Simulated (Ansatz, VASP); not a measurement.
# As in VASP and in Ansatz

```xyz
2
Lattice="1.9079 1.1016 3.5381 -1.9079 1.1016 3.5381 0.0000 -2.2031 3.5381" Properties=species:S:1:pos:R:3 pbc="T T T"
As    0.0000    0.0000    2.4151
As    0.0000    0.0000    8.1990
```

Change from the starting cell: strain +0.015 along x and y, +0.015 along z, atoms carried along.

Alike in both runs: task single point; functional PBEsol; k mesh 18 × 18 × 18; occupations gaussian, width 0.15 eV; no spin polarisation.

|  | VASP | Ansatz |
| --- | --- | --- |
| version | VASP 6.6.1 | Ansatz 0.2.0 |
| potentials or method | VASP PAW PBE potentials, release 64 (As), cutoff 520 eV | scalar-relativistic, plane waves, PAW |
| valence electrons in the cell | 10 | 30 |

|  | VASP | Ansatz | Ansatz less VASP |
| --- | --- | --- | --- |
| gap on the k mesh at the Fermi level (eV) | none | none | - |
| pressure (GPa) | -2.7 | -3.1 | -0.32 |
| traceless stress, the component that is largest in VASP (GPa) | 0.00 | 0.09 | +0.083 |
| rms of the force components (eV/Å) | 0.038 | 0.069 | +0.0306 |

VASP's potentials were made for PBE, not for PBEsol. Atom by atom the forces differ by 0.031 eV/Å (rms over components). A gap of «none» marks a metal or a gap that the smearing closes. VASP's potentials hold 10 valence electrons a cell and Ansatz's 30, so a difference there can come from the potentials and not from the codes.
